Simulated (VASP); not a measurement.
# NaCl (P1) in VASP: single point with PBEsol

Aim: the single point of NaCl with PBEsol.

All numbers are computed with VASP 6.6.1; they aren't measurements. Logs are shortened: lines on timing, memory, paths and dates and some standing lists are left out, and cuts for length are marked.

## (1) The cell of the first run

The typed cell holds 2 atoms: a = 3.300 Å, b = 3.425 Å, c = 3.490 Å, α = 91.33°, β = 87.61°, γ = 89.95°.

## (2) Single point, PBEsol (atoms moved at random and the cell strained at random)

INCAR

```
ALGO     = Normal         # electronic algorithm
EDIFF    = 1E-6           # SCF threshold, eV
ENCUT    = 520            # plane-wave cutoff, eV
GGA      = PS             # functional
ISIF     = 2              # what is computed and relaxed
ISMEAR   = 0              # smearing method
LASPH    = True           # aspherical terms in the spheres
LCHARG   = False          # write CHGCAR
LREAL    = False          # projectors in reciprocal space
LWAVE    = False          # write WAVECAR
NBANDS   = 14             # bands
NELM     = 80             # most SCF steps
PREC     = Accurate       # precision mode
SIGMA    = 0.02           # smearing width, eV
```

KPOINTS

```
k-points
0
Gamma
  6 6 6
```

POSCAR

```
NaCl
1.0
    3.2995182647      0.0019612264      0.0706391723
    0.0019612264      3.4248966667     -0.0400650536
    0.0706391723     -0.0400650536      3.4893719846
Na Cl
1 1
Direct
    0.0386672339      0.0184199030      0.0001656107
    0.4613327661      0.4815800970      0.4998343893
```

Potentials or basis: VASP PAW PBE potentials, release 64 (Na_pv, Cl).

The run is started by

```
cat potpaw_PBE.64/Na_pv/POTCAR potpaw_PBE.64/Cl/POTCAR > POTCAR
mpirun -np 1 vasp_std > vasp.out
```

OUTCAR:

```text
EDIFF = 1E-6
   ENCUT = 520
   GGA = PS
   ISIF = 2
   ISMEAR = 0
   LASPH = True
   LREAL = False
   NELM = 80
   PREC = Accurate

 ion  position               nearest neighbor table
   1  0.039  0.018  0.000-   2 2.73
   2  0.461  0.482  0.500-   1 2.73

  LATTYP: Found a triclinic cell.
 ALAT       =     4.7026758812
 B/A-ratio  =     0.7017865996
 C/A-ratio  =     0.7283367280
 COS(alpha) =     0.0009163174
 COS(beta)  =     0.0178329227
 COS(gamma) =     0.6708923210

  Lattice vectors:

 A1 = (  -3.2288790924,  -0.0420262800,   3.4187328123)
 A2 = (  -3.2995182647,  -0.0019612264,  -0.0706391723)
 A3 = (  -0.0019612264,  -3.4248966667,   0.0400650536)

Analysis of symmetry for initial positions (statically):
=====================================================================
 Subroutine PRICEL returns:
 Original cell was already a primitive cell.

 Routine SETGRP: Setting up the symmetry group for a
 triclinic supercell.

 Subroutine GETGRP returns: Found  1 space group operations
 (whereof  1 operations were pure point group operations)
 out of a pool of  2 trial point group operations.

The static configuration has the point symmetry C_1 .

Analysis of symmetry for dynamics (positions and initial velocities):
=====================================================================
 Subroutine PRICEL returns:
 Original cell was already a primitive cell.

 Routine SETGRP: Setting up the symmetry group for a
 triclinic supercell.

 Subroutine GETGRP returns: Found  1 space group operations
 (whereof  1 operations were pure point group operations)
 out of a pool of  2 trial point group operations.

The dynamic configuration has the point symmetry C_1 .

 Subroutine INISYM returns: Found  1 space group operations
 (whereof  1 operations are pure point group operations),
 and found     1 'primitive' translations

----------------------------------------------------------------------------------------

                                     Primitive cell

  volume of cell :      39.4093

  direct lattice vectors                    reciprocal lattice vectors
     3.299518265  0.001961226  0.070639172     0.303206163 -0.000245465 -0.006140952
     0.001961226  3.424896667 -0.040065054    -0.000245465  0.292019034  0.003357939
     0.070639172 -0.040065054  3.489371985    -0.006140952  0.003357939  0.286747395

  length of vectors
     3.300274916  3.425131564  3.490316884     0.303268444  0.292038443  0.286832801

  position of ions in fractional coordinates (direct lattice)
     0.038667234  0.018419903  0.000165611
     0.461332766  0.481580097  0.499834389

  ion indices of the primitive-cell ions
   primitive index   ion index
                 1           1
                 2           2

----------------------------------------------------------------------------------------

 KPOINTS: k-points

Automatic generation of k-mesh.
 Grid dimensions read from file:
 generate k-points for:    6    6    6

 Generating k-lattice:

  Cartesian coordinates                     Fractional coordinates (reciprocal lattice)
     0.050534361 -0.000040911 -0.001023492     0.166666667 -0.000000000 -0.000000000
    -0.000040911  0.048669839  0.000559656    -0.000000000  0.166666667  0.000000000
    -0.001023492  0.000559656  0.047791233    -0.000000000 -0.000000000  0.166666667

  Length of vectors
     0.050544741  0.048673074  0.047805467

  Shift w.r.t. Gamma in fractional coordinates (k-lattice)
     0.000000000  0.000000000  0.000000000

 Subroutine IBZKPT returns following result:
 ===========================================

 Found    112 irreducible k-points:

 Following reciprocal coordinates:
            Coordinates               Weight
  0.000000  0.000000  0.000000      1.000000
  0.166667 -0.000000  0.000000      2.000000
  0.333333 -0.000000 -0.000000      2.000000
  0.500000 -0.000000  0.000000      1.000000
  0.000000  0.166667  0.000000      2.000000
  0.166667  0.166667  0.000000      2.000000
[... 16 lines left out ...]
  0.333333  0.000000  0.166667      2.000000
  0.500000 -0.000000  0.166667      2.000000
 [... further k-points ...]
   k-points           NKPTS =    112   k-points in BZ     NKDIM =    112   number of bands    NBANDS=     14
   number of dos      NEDOS =    301   number of ions     NIONS =      2
   total plane-waves  NPLWV =  21952
   dimension x,y,z NGX =    28 NGY =   28 NGZ =   28
   dimension x,y,z NGXF=    56 NGYF=   56 NGZF=   56
   ions per type =               1   1
   NGX,Y,Z   is equivalent  to a cutoff of  14.10, 13.59, 13.34 a.u.
   NGXF,Y,Z  is equivalent  to a cutoff of  28.21, 27.18, 26.67 a.u.
 SYSTEM =  unknown system
   PREC   = accura    normal or accurate (medium, high low for compatibility)
   ISTART =      0    job   : 0-new  1-cont  2-samecut
   ICHARG =      2    charge: 1-file 2-atom 10-const
   ISPIN  =      1    spin polarized calculation?
   LNONCOLLINEAR =      F non collinear calculations
   LSORBIT =      F    spin-orbit coupling
   LASPH  =      T    aspherical Exc in radial PAW
   ENCUT  =  520.0 eV  38.22 Ry    6.18 a.u.   6.14  6.37  6.49*2*pi/ulx,y,z
   NELM   =     80;   NELMIN=  2; NELMDL= -5     # of ELM steps
   EDIFF  = 0.1E-05   stopping-criterion for ELM
   LREAL  =      F    real-space projection
[... 7 lines left out ...]
   TEBEG  =    0.0;   TEEND  =   0.0 temperature during run
   PSTRESS=    0.0 pullay stress
   NELECT =      14.0000    total number of electrons
   NUPDOWN=      -1.0000    fix difference up-down
   EMIN   =  10.00;   EMAX   =-10.00  energy-range for DOS
   EFERMI =   0.00;   METHOD = LEGACY
   ISMEAR =     0;   SIGMA  =   0.02  broadening in eV -4-tet -1-fermi 0-gaus
   EFERMI_NEDOS =   21; number of points for ismear=-14 and -15
   IALGO  =     38    algorithm
   IMIX   =      4    mixing-type and parameters
     AMIX     =   0.40;   BMIX     =  1.00
     AMIX_MAG =   1.60;   BMIX_MAG =  1.00
  volume/ion in A,a.u.               =      19.70       132.97
  Fermi-wavevector in a.u.,A,eV,Ry     =   1.159448  2.191040 18.290588  1.344320
  Thomas-Fermi vector in A             =   2.296041
   LORBIT       =      0    0 simple, 1 ext, 2 COOP (PROOUT), +10 PAW based schemes
   GGA     = PS    functional components
   LHFCALC =     F    Hartree Fock is set to
   AEXX    =    0.0000 exact exchange contribution
   IVDW    =     0    specifies the selected vdW correction
   LEPSILON=     F    determine dielectric tensor
   LRPA    =     F    only Hartree local field effects (RPA)
 non-spin polarized calculation
 Gauss-broadening in eV      SIGMA  =   0.02
  energy-cutoff  :      520.00
  volume of cell :       39.41
 maximum number of plane-waves:      1076
 NGX is ok and might be reduce to    28
   NGX = 13   NGY = 13   NGZ = 13

 number of electron      13.9999996 magnetization

 Free energy of the ion-electron system (eV)
  ---------------------------------------------------
  ext. energy  EPLUGINS =         0.00000000
  ---------------------------------------------------
  free energy    TOTEN  =        -6.67554689 eV

  energy without entropy =       -6.67554689  energy(sigma->0) =       -6.67554689

 E-fermi :   1.3444     XC(G=0):  -8.9540

 val. band max:        1.2099278787   @ k =   0.0000   0.5000   0.5000
 cond. band min:       5.1042557119   @ k =   0.0000   0.0000   0.0000
 fundamental gap:      3.8943278332
 Fermi energy:         1.3444267561

 k-point     1 :       0.0000    0.0000    0.0000
  band No.  band energies     occupation
      1     -20.7997      2.00000
      2     -20.7902      2.00000
      3     -20.7844      2.00000
      4     -12.7048      2.00000
      5       0.1633      2.00000
      6       0.3548      2.00000
      7       0.7327      2.00000
      8       5.1043      0.00000
      9       9.0704      0.00000
     10       9.6808      0.00000
     11      16.5735      0.00000
     12      16.7981      0.00000
     13      17.3095      0.00000
     14      17.3453      0.00000

 k-point     2 :       0.1667   -0.0000    0.0000
  band No.  band energies     occupation
      1     -20.8185      2.00000
      2     -20.7884      2.00000
      3     -20.7827      2.00000
      4     -12.5793      2.00000
      5      -0.3023      2.00000
      6       0.2547      2.00000
      7       0.4363      2.00000
      8       5.8315      0.00000
      9       9.4144      0.00000
     10      10.4973      0.00000
     11      14.9135      0.00000
     12      15.3141      0.00000
     13      16.8485      0.00000
     14      17.0607      0.00000

 k-point     3 :       0.3333   -0.0000   -0.0000
  band No.  band energies     occupation
      1     -20.8561      2.00000
      2     -20.7848      2.00000
      3     -20.7791      2.00000
      4     -12.3078      2.00000
      5      -1.7836      2.00000
      6       0.4179      2.00000
      7       0.6076      2.00000
      8       7.0785      0.00000
      9      10.3515      0.00000
     10      10.8824      0.00000
     11      13.2344      0.00000
     12      13.5922      0.00000
     13      15.7564      0.00000
     14      17.4583      0.00000
[... 324 lines left out ...]
 k-point    23 :       0.3333    0.0000    0.1667
  band No.  band energies     occupation
      1     -20.8533      2.00000
      2     -20.7907      2.00000
      3     -20.7827      2.00000
      4     -12.2410      2.00000
      5      -1.6300      2.00000
      6      -0.2099      2.00000
      7       0.6583      2.00000
      8       7.5876      0.00000
      9       9.7944      0.00000
     10      11.1104      0.00000
     11      12.9014      0.00000
     12      13.7365      0.00000
     13      15.7306      0.00000
     14      17.1052      0.00000

 k-point    24 :       0.5000   -0.0000    0.1667
  band No.  band energies     occupation
      1     -20.8716      2.00000
      2     -20.7889      2.00000
      3     -20.7808      2.00000
      4     -12.0953      2.00000
      5      -2.2487      2.00000
      6      -0.1022      2.00000
      7       0.7505      2.00000
      8       8.4994      0.00000
      9       9.1383      0.00000
     10      11.7019      0.00000
     11      12.3013      0.00000
     12      13.0749      0.00000
     13      15.9471      0.00000
     14      16.4942      0.00000

 [... further k-points ...]
[... 5 lines left out ...]
  --------------------------------------------------------------------------------------
  -------------------------------------------------------------------------------------
  Total        1.1518634      0.3871095      0.0328095      0.1411351      0.0008543      0.0034477
  in kB       46.8288154     15.7378710      1.3338639      5.7378228      0.0347315      0.1401644
  external PRESSURE =      21.3001835 kB  Pullay stress =       0.0000000 kB

 VOLUME and BASIS-vectors are now :
 -----------------------------------------------------------------------------
  energy-cutoff  :      520.00
  volume of cell :       39.41
      direct lattice vectors                 reciprocal lattice vectors
     3.299518265  0.001961226  0.070639172     0.303206163 -0.000245465 -0.006140952
     0.001961226  3.424896667 -0.040065054    -0.000245465  0.292019034  0.003357939
     0.070639172 -0.040065054  3.489371985    -0.006140952  0.003357939  0.286747395

 POSITION                                       TOTAL-FORCE (eV/Angst)
 -----------------------------------------------------------------------------------
      0.12763      0.06316      0.00257        -0.201594     -0.120924      0.038731
      1.55843      1.63024      1.75740         0.201594      0.120924     -0.038731
 -----------------------------------------------------------------------------------
    total drift:                                0.000142     -0.000285     -0.000012

  FREE ENERGIE OF THE ION-ELECTRON SYSTEM (eV)
  ---------------------------------------------------
  free  energy   TOTEN  =        -6.6755468852 eV

  energy  without entropy=       -6.6755468852  energy(sigma->0) =       -6.67554689
```

Wall time 40 s (1 thread of Intel Xeon Platinum 8488C (Sapphire Rapids), shared host); peak memory 0.18 GiB.

What came out:

| Property | Result |
| --- | --- |
| Free energy | -6.6755 eV |
| Pressure | 2.1 GPa |
| Largest force | 0.238 eV/Å |
| Band gap on the k mesh | 3.89 eV, indirect (least direct gap 4.37 eV) |

Forces in eV/Å, atoms in the order of the input:
```
Na  -0.202 -0.121  0.039
Cl   0.202  0.121 -0.039
```

Levels at points of the mesh, in eV from the valence-band top:
```csv
k point,band 3,band 4,band 5,band 6,band 7,band 8,band 9,band 10,band 11,band 12
"(0.00, 0.00, 0.00)",-21.99,-13.91,-1.05,-0.86,-0.48,3.89,7.86,8.47,15.36,15.59
"(0.50, 0.00, 0.00)",-21.99,-13.37,-3.61,-0.70,-0.51,6.74,8.99,9.96,11.41,11.73
"(0.00, 0.50, 0.00)",-21.99,-13.47,-3.62,-0.78,-0.22,6.80,8.70,10.13,11.27,12.23
"(0.50, 0.50, 0.00)",-21.98,-13.05,-2.88,-2.74,-0.40,5.27,9.44,11.14,11.35,12.11
"(0.00, 0.00, 0.50)",-21.99,-13.51,-3.62,-0.64,-0.26,6.88,8.59,10.10,11.50,12.31
"(0.50, 0.00, 0.50)",-21.99,-13.10,-2.95,-2.71,-0.27,5.20,9.66,10.99,11.57,12.33
"(0.00, 0.50, 0.50)",-22.00,-13.20,-2.92,-2.84,0.00,5.06,10.04,11.13,11.45,13.09
"(0.50, 0.50, 0.50)",-22.02,-12.77,-2.49,-2.35,-2.27,6.55,6.81,7.02,11.99,15.75
```

Caveat: the cell differs from its parent crystal (atoms moved at random and the cell strained at random); the PAW data sets were made with another functional, which shifts forces and pressure a little. A k mesh can miss the band edges.
